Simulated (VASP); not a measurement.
A run of VASP 6.6.1 is set up as follows.

File INCAR:

```
SYSTEM = BiPbBrO2
PREC = Accurate
ENCUT = 520
EDIFF = 1E-6
ISMEAR = 0
SIGMA = 0.05
LREAL = .False.
LASPH = .True.
NELM = 100
ALGO = Normal
ISIF = 2
LWAVE = .False.
LCHARG = .True.
GGA = CA
LELF = .True.
LVHAR = .True.
NBANDS = 32
```

Contents of KPOINTS:

```
Automatic mesh
0
Gamma
  10 10 10
  0 0 0
```

The input POSCAR:

```
BiPbBrO2
1.0
   -2.0049510000      2.0049510000      6.5965800000
    2.0049510000     -2.0049510000      6.5965800000
    2.0049510000      2.0049510000     -6.5965800000
Bi Pb Br O
1 1 1 2
Direct
    0.3404330000      0.3404330000      0.0000000000
    0.6521740000      0.6521740000      0.0000000000
    0.9940500000      0.9940500000      0.0000000000
    0.7566710000      0.2566710000      0.5000000000
    0.2566710000      0.7566710000      0.5000000000
```

Potentials or basis: VASP PAW LDA potentials, release 64 (Bi_d, Pb_d, Br, O).

The run is started by

```sh
$ cat potpaw_LDA.64/Bi_d/POTCAR potpaw_LDA.64/Pb_d/POTCAR potpaw_LDA.64/Br/POTCAR potpaw_LDA.64/O/POTCAR > POTCAR
$ mpirun -np 1 vasp_std > vasp.out
```

Problem. Estimate the band gap on the k mesh.

Solution. 1.68 eV, indirect (least direct gap 1.98 eV).

Problem. Predict the pressure.

Solution. -5.9 GPa.

Problem. Predict the largest force.

Solution. 0.630 eV/Å.

Forces on the atoms (eV/Å):
```
Bi   0.000  0.000 -0.591
Pb   0.000  0.000  0.630
Br   0.000  0.000 -0.090
O    0.000  0.000  0.026
O    0.000  0.000  0.026
```

Caveat: spin-orbit coupling is left out, which moves the levels of the heavy elements. A k mesh can miss the band edges.
